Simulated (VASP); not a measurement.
# Si4PI (P-6m2) in VASP: notebook, part 2 of 2

VASP 6.6.1. The steps go on from the part before.

## (5) Relaxation of cell and atoms, PBE

This run uses another cell than the first one, of 22.23 Å³/atom.

INCAR

```
ALGO     = Normal         # electronic algorithm
EDIFF    = 1E-7           # SCF threshold, eV
EDIFFG   = -0.04          # ionic threshold
ENCUT    = 600            # plane-wave cutoff, eV
GGA      = PE             # functional
IBRION   = 2              # ionic algorithm
ISIF     = 3              # what is computed and relaxed
ISMEAR   = 0              # smearing method
LASPH    = T              # aspherical terms in the spheres
LCHARG   = F              # write CHGCAR
LREAL    = F              # projectors in reciprocal space
LWAVE    = F              # write WAVECAR
NELM     = 100            # most SCF steps
NSW      = 90             # ionic steps
PREC     = Accurate       # precision mode
SIGMA    = 0.1            # smearing width, eV
```

KPOINTS

```
k-points
0
Gamma
  3 3 4
```

POSCAR

```
Si4PI
1.0
    5.8549326900      0.0000000000      0.0000000000
   -2.9274663500      5.0705204500      0.0000000000
    0.0000000000      0.0000000000      4.4926537000
Si P I
4 1 1
Direct
    0.6666666700      0.3333333300      0.0000000000
    0.9963070200      0.4981535100      0.5000000000
    0.5018464900      0.4981535100      0.5000000000
    0.5018464900      0.0036929800      0.5000000000
    0.3333333300      0.6666666700      0.0000000000
    0.0000000000      0.0000000000      0.0000000000
```

Launch:

```console
$ cat potpaw_PBE.64/Si/POTCAR potpaw_PBE.64/P/POTCAR potpaw_PBE.64/I/POTCAR > POTCAR
$ mpirun -np 1 vasp_std > vasp.out
```

It took 3.9 min on 1 thread of Intel Xeon Platinum 8259CL at 2.50GHz (Skylake/Cascade Lake), shared host; peak memory 0.31 GiB.

It converged, with:

```yaml
Free_energy: -24.7041 eV
Relaxed_volume: 19.24 Å³/atom
Relaxed_cell: a = 5.620 Å, b = 5.620 Å, c = 4.221 Å, α = 90.00°, β = 90.00°, γ = 120.00°
Space_group_after_relaxing_to_0.1_Å: P-6m2 (No. 187)
Energy_gained_by_relaxing: 129.0 meV/atom
Ionic_steps: 11
Pressure_after_relaxing: -0.2 GPa
Largest_force_after_relaxing: 0.036 eV/Å
Band_gap_on_the_k_mesh: zero (bands 14 and 15 overlap by 1.93 eV)
```

Forces on the atoms (eV/Å):
```
Si   0.000  0.000  0.000
Si  -0.031 -0.018  0.000
Si   0.031 -0.018  0.000
Si   0.000  0.036  0.000
P    0.000  0.000  0.000
I    0.000  0.000  0.000
```

Step by step:
| step | energy change (eV) | largest force (eV/Å) | pressure (GPa) | volume (Å³) |
| --- | --- | --- | --- | --- |
| 1 | 0.0000 | 0.3787 | -7.64 | 133.38 |
| 2 | -0.6021 | 0.5276 | -0.63 | 113.94 |
| 3 | -0.6070 | 0.5249 | 0.23 | 112.38 |
| 4 | -0.6069 | 0.5236 | 0.46 | 111.98 |
| 5 | -0.6489 | 0.4599 | 0.56 | 111.86 |
| 6 | -0.7245 | 0.1204 | 1.54 | 111.50 |
| 7 | -0.7525 | 0.2171 | -0.80 | 116.21 |
| 8 | -0.7525 | 0.2163 | -0.73 | 116.07 |
| 9 | -0.7637 | 0.0716 | -1.32 | 117.56 |
| 10 | -0.7644 | 0.1024 | -1.23 | 117.31 |
| 11 | -0.7740 | 0.0358 | -0.19 | 115.45 |

Final structure:
```cif
data_structure
_symmetry_space_group_name_H-M 'P 1'
_symmetry_Int_Tables_number 1
_cell_length_a 5.6196
_cell_length_b 5.6196
_cell_length_c 4.2215
_cell_angle_alpha 90.000
_cell_angle_beta 90.000
_cell_angle_gamma 120.000
_cell_volume 115.45
loop_
_atom_site_label
_atom_site_type_symbol
_atom_site_fract_x
_atom_site_fract_y
_atom_site_fract_z
_atom_site_occupancy
Si1 Si 0.66667 0.33333 0.00000 1
Si2 Si 0.03283 0.51641 0.50000 1
Si3 Si 0.48359 0.51641 0.50000 1
Si4 Si 0.48359 0.96717 0.50000 1
P1 P 0.33333 0.66667 0.00000 1
I1 I 0.00000 0.00000 0.00000 1
```

Levels at points of the mesh, in eV from the Fermi level:
| k point | band 11 | band 12 | band 13 | band 14 | band 15 | band 16 | band 17 | band 18 |
| --- | --- | --- | --- | --- | --- | --- | --- | --- |
| (0.00, 0.00, 0.00) | -0.64 | -0.46 | 0.36 | 0.36 | 0.74 | 0.74 | 0.83 | 0.83 |
| (0.00, 0.00, 0.50) | -3.88 | -3.04 | -2.31 | -2.31 | 2.75 | 2.75 | 2.87 | 4.15 |

Caveat: the k points lie up to 0.43 Å⁻¹ apart in the final cell, too coarse for converged energies and pressures of a metal; spin-orbit coupling is left out, which moves the levels of the heavy elements.

## (6) Relaxation of cell and atoms, PBE

INCAR

```
SYSTEM = Si4PI
ALGO     = Normal         ! electronic algorithm
EDIFF    = 1E-6           ! SCF threshold, eV
EDIFFG   = -0.04          ! ionic threshold
ENCUT    = 600            ! plane-wave cutoff, eV
GGA      = PE             ! functional
IBRION   = 2              ! ionic algorithm
ISIF     = 3              ! what is computed and relaxed
ISMEAR   = 0              ! smearing method
LASPH    = .TRUE.         ! aspherical terms in the spheres
LCHARG   = .FALSE.        ! write CHGCAR
LREAL    = .FALSE.        ! projectors in reciprocal space
LWAVE    = .FALSE.        ! write WAVECAR
NELM     = 60             ! most SCF steps
NSW      = 90             ! ionic steps
PREC     = Accurate       ! precision mode
SIGMA    = 0.1            ! smearing width, eV
```

KPOINTS

```
k-points
0
G
  6 6 4
  0 0 0
```

POSCAR

```
Si4PI
1.0
    5.6057823564      0.0000000000      0.0000000000
   -2.8028911782      4.8547499287      0.0000000000
    0.0000000000      0.0000000000      4.2139108979
Si P I
4 1 1
Direct
    0.6666666667      0.3333333333      0.0000000000
    0.0311152925      0.5155576463      0.5000000000
    0.4844423537      0.5155576463      0.5000000000
    0.4844423537      0.9688847075      0.5000000000
    0.3333333333      0.6666666667      0.0000000000
    0.0000000000      0.0000000000      0.0000000000
```

Potentials or basis: VASP PAW PBE potentials, release 64 (Si, P, I).

Launch:

```console
$ cat potpaw_PBE.64/Si/POTCAR potpaw_PBE.64/P/POTCAR potpaw_PBE.64/I/POTCAR > POTCAR
$ mpirun -np 1 vasp_std > vasp.out
```

Wall time 2.8 min (1 thread of Intel Xeon Platinum 8259CL at 2.50GHz (Skylake/Cascade Lake), shared host); peak memory 0.3 GiB.

It converged, with:

- Free energy: -24.8478 eV
- Relaxed volume: 18.82 Å³/atom
- Relaxed cell: a = 5.552 Å, b = 5.552 Å, c = 4.228 Å, α = 90.00°, β = 90.00°, γ = 120.00°
- Space group after relaxing (to 0.1 Å): P-6m2 (No. 187)
- Energy gained by relaxing: 1.3 meV/atom
- Ionic steps: 5
- Pressure after relaxing: -0.1 GPa
- Largest force after relaxing: 0.021 eV/Å
- Band gap on the k mesh: zero (bands 14 and 15 overlap by 2.07 eV)

Forces on the atoms (eV/Å):
```
Si   0.000  0.000  0.000
Si  -0.018 -0.011  0.000
Si   0.018 -0.011  0.000
Si   0.000  0.021  0.000
P    0.000  0.000  0.000
I    0.000  0.000  0.000
```

Stress tensor (GPa, compression positive):
```
 0.01  0.00  0.00
 0.00  0.01  0.00
 0.00  0.00 -0.18
```

Step by step:
```
step  energy change (eV)  largest force (eV/Å)  pressure (GPa)  volume (Å³)
   1              0.0000                0.0502           -0.63       114.68
   2             -0.0046                0.0987           -0.02       113.44
   3             -0.0050                0.1152            0.19       113.02
   4             -0.0070                0.0609            0.05       112.95
   5             -0.0076                0.0213           -0.05       112.89
```

Final structure:
```
Si P I
1.0
     5.55230    0.00000    0.00000
    -2.77615    4.80843    0.00000
     0.00000    0.00000    4.22847
Si P I
4 1 1
Direct
  0.66667 0.33333 0.00000
  0.02795 0.51397 0.50000
  0.48603 0.51397 0.50000
  0.48603 0.97205 0.50000
  0.33333 0.66667 0.00000
  0.00000 0.00000 0.00000
```

Levels at points of the mesh, in eV from the Fermi level:
| k point | band 10 | band 11 | band 12 | band 13 | band 14 | band 15 | band 16 | band 17 | band 18 |
| --- | --- | --- | --- | --- | --- | --- | --- | --- | --- |
| (0.00, 0.00, 0.00) | -1.84 | -0.76 | -0.62 | 0.32 | 0.32 | 0.67 | 0.67 | 0.79 | 0.79 |
| (0.50, 0.00, 0.00) | -2.50 | -2.19 | -1.68 | -1.33 | -0.56 | 0.06 | 0.07 | 0.33 | 2.57 |
| (0.00, 0.00, 0.50) | -4.06 | -4.06 | -3.14 | -2.42 | -2.42 | 2.79 | 2.89 | 2.89 | 4.05 |
| (0.50, 0.00, 0.50) | -2.10 | -1.22 | -1.16 | -0.33 | 0.29 | 0.59 | 0.68 | 1.53 | 2.58 |

Caveat: the k points lie up to 0.37 Å⁻¹ apart in the final cell, too coarse for converged energies and pressures of a metal; spin-orbit coupling is left out, which moves the levels of the heavy elements.

## (7) Summary

| task | cell | k mesh | cutoff (eV) | gap on the mesh (eV) | pressure (GPa) | relaxed volume (Å³/atom) | largest force (eV/Å) |
| --- | --- | --- | --- | --- | --- | --- | --- |
| single point | a = 5.606, b = 5.606, c = 4.214 Å, angles 90.0, 90.0, 120.0°, 6 atoms, atomic positions A | 3 × 3 × 4 | 520 | none | 0.1 | - | 0.01 |
| single point | a = 5.855, b = 5.855, c = 4.493 Å, angles 90.0, 90.0, 120.0°, 6 atoms, atomic positions B | 3 × 3 × 4 | 520 | none | -7.6 | - | 0.38 |
| single point | a = 5.552, b = 5.552, c = 4.224 Å, angles 90.0, 90.0, 120.0°, 6 atoms, atomic positions C | 6 × 6 × 4 | 520 | none | 0.0 | - | 0.01 |
| relaxation of cell and atoms | relaxed from a = 5.855, b = 5.855, c = 4.493 Å, angles 90.0, 90.0, 120.0°, 6 atoms, atomic positions B | 3 × 3 × 4 | 600 | none | -0.2 | 19.24 | 0.04 |
| relaxation of cell and atoms | relaxed from a = 5.606, b = 5.606, c = 4.214 Å, angles 90.0, 90.0, 120.0°, 6 atoms, atomic positions A | 6 × 6 × 4 | 600 | none | -0.1 | 18.82 | 0.02 |

Alike in all rows: level PBE; potentials or basis VASP PAW PBE potentials, release 64 (Si, P, I); no spin polarisation; smearing gaussian 0.1 eV.

Caveats: all runs use coarse meshes; spin-orbit coupling is left out, which moves the levels of the heavy elements.

Absolute energies hang on the potentials; compare differences alone.
